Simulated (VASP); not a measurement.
A run of VASP 6.6.1:

File INCAR:

```
SYSTEM = Fe2O3
PREC = Accurate
ENCUT = 520
EDIFF = 1E-8
ISMEAR = -1
SIGMA = 0.05
LREAL = .FALSE.
LASPH = .TRUE.
NELM = 150
ALGO = Normal
ISIF = 2
LWAVE = .FALSE.
LCHARG = .FALSE.
ISPIN = 2
MAGMOM = 5 5 -5 -5 0 0 0 0 0 0
LORBIT = 11
LMAXMIX = 4
LDAU = .TRUE.
LDAUTYPE = 2
LDAUL = 2 -1
LDAUU = 4 0
LDAUJ = 0 0
LDAUPRINT = 1
GGA = PE
LEFG = .TRUE.
NBANDS = 49
KPAR = 4
```

The input KPOINTS:

```
regular mesh
0
G
  11 11 11
  0 0 0
```

POSCAR

```
Fe2O3
1.0
    2.5190000000      1.4543453281      4.5906666667
   -2.5190000000      1.4543453281      4.5906666667
    0.0000000000     -2.9086906562      4.5906666667
Fe O
4 6
Direct
    0.3463208287      0.3463208287      0.3463208287
    0.1536791713      0.1536791713      0.1536791713
    0.6536791713      0.6536791713      0.6536791713
    0.8463208287      0.8463208287      0.8463208287
    0.5648112367      0.9351887633      0.2500000000
    0.2500000000      0.5648112367      0.9351887633
    0.9351887633      0.2500000000      0.5648112367
    0.4351887633      0.0648112367      0.7500000000
    0.7500000000      0.4351887633      0.0648112367
    0.0648112367      0.7500000000      0.4351887633
```

Potentials or basis: VASP PAW PBE potentials, release 64 (Fe, O).

Run with:

```console
$ cat potpaw_PBE.64/Fe/POTCAR potpaw_PBE.64/O/POTCAR > POTCAR
$ mpirun -np 4 vasp_std > vasp.out
```

Hardware: 4 MPI ranks on Intel(R) Xeon(R) 6975P-C (Granite Rapids), on a shared host.

Q: Estimate the wall time of this run.

A: It took 5.2 min on 4 MPI ranks on Intel(R) Xeon(R) 6975P-C (Granite Rapids) (shared host), peak memory 0.97 GiB a rank. Counts: scf iterations 22, k points 146.
